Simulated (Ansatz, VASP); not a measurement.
**One calculation of ReSb2, two programs**

Contents of INCAR:

```
SYSTEM = ReSb2
PREC = Accurate ; ENCUT = 520
EDIFF = 1E-6 ; ISMEAR = 0
SIGMA = 0.1 ; LREAL = .FALSE.
LASPH = .TRUE. ; NELM = 80
ALGO = Normal ; ISIF = 2
LWAVE = .FALSE. ; LCHARG = .FALSE.
GGA = PE ; NBANDS = 16
```

KPOINTS

```
Automatic mesh
0
G
  4 4 4
  0 0 0
```

The input POSCAR:

```
ReSb2
1.0
    4.1111188300      0.0000000000      0.0000000000
    0.0000000000      4.1111188300      0.0000000000
    0.0000000000      0.0000000000      5.8140000000
Re Sb
1 2
Direct
    0.0000000000      0.0000000000      0.0000000000
    0.0000000000      0.0000000000      0.5000000000
    0.5000000000      0.5000000000      0.0000000000
```

Input for Ansatz:

```yaml
crystal:
  lattice:
    - [4.11111883, 0.0, 0.0]
    - [0.0, 4.11111883, 0.0]
    - [0.0, 0.0, 5.814]
  atoms:
    - { symbol: Re, position: [0.0, 0.0, 0.0] }
    - { symbol: Sb, position: [0.0, 0.0, 0.5] }
    - { symbol: Sb, position: [0.5, 0.5, 0.0] }
basis:
  ecutwfc: 420
kpoints:
  mp_grid: { grid: [4, 4, 4] }
hamiltonian:
  xc: pbe
scf:
  occupations: { method: gaussian, width: 0.1 }
  lower_state_search: "off"
output:
  forces: true
  stress: true
  eigenvalues: true
```

Change from the starting cell: ordered vacancies on the cation sites of rock salt (P4/mmm, No. 123).

Alike in both runs: task single point; functional PBE; k mesh 4 × 4 × 4; occupations gaussian, width 0.1 eV; no spin polarisation.

```csv
,VASP,Ansatz
version,VASP 6.6.1,Ansatz 0.2.0
potentials or method,"VASP PAW PBE potentials, release 64 (Re, Sb), cutoff 520 eV","scalar-relativistic, plane waves, PAW"
valence electrons in the cell,17,45
```

```tsv
	VASP	Ansatz	Ansatz less VASP
gap on the k mesh at the Fermi level (eV)	none	none	-
pressure (GPa)	-14.2	-14.0	+0.13
traceless stress, the component that is largest in VASP (GPa)	-3.54	-3.56	-0.026
```

A gap of «none» marks a metal or a gap that the smearing closes. VASP's potentials hold 17 valence electrons a cell and Ansatz's 45, so a difference there can come from the potentials and not from the codes.

The k mesh is coarse, so the values compare programs but aren't converged. Neither program's run includes spin-orbit coupling.
